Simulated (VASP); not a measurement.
A run of VASP 6.6.1 is set up as follows.

INCAR

```
ALGO = Normal
EDIFF = 1E-6
ENCUT = 520
GGA = PS
ISIF = 2
ISMEAR = 0
LASPH = True
LCHARG = False
LREAL = False
LWAVE = False
NBANDS = 36
NELM = 100
PREC = Accurate
SIGMA = 0.1
```

Contents of KPOINTS:

```
k-points
0
Gamma
  12 12 12
```

POSCAR

```
Ge
1.0
    0.0000000000      2.8511133372      4.9366879305
    2.6120665645      0.0000000000      4.9366879305
    2.6120665645      2.8511133372      0.0000000000
Ge
4
Direct
    0.7763173169      0.7763173169      0.2236826831
    0.2236826831      0.2236826831      0.7763173169
    0.2727382668      0.7272617332      0.2727382668
    0.7272617332      0.2727382668      0.7272617332
```

Potentials or basis: VASP PAW PBE potentials, release 64 (Ge_d).

Command:

```bash
$ cat potpaw_PBE.64/Ge_d/POTCAR > POTCAR
$ mpirun -np 1 vasp_std > vasp.out
```

**Question.** Estimate the pressure.

**Answer.** -0.2 GPa.

**Question.** Predict the band gap on the k mesh.

**Answer.** Zero (band 28 reaches 8.25 eV, above the bottom of band 29 at 4.92 eV).

Forces in eV/Å, atoms in the order of the input:
```
Ge   0.000  0.000  0.002
Ge   0.000  0.000 -0.002
Ge   0.000  0.003  0.000
Ge   0.000 -0.003  0.000
```

Caveat: the PAW data sets were made with another functional, which shifts forces and pressure a little.
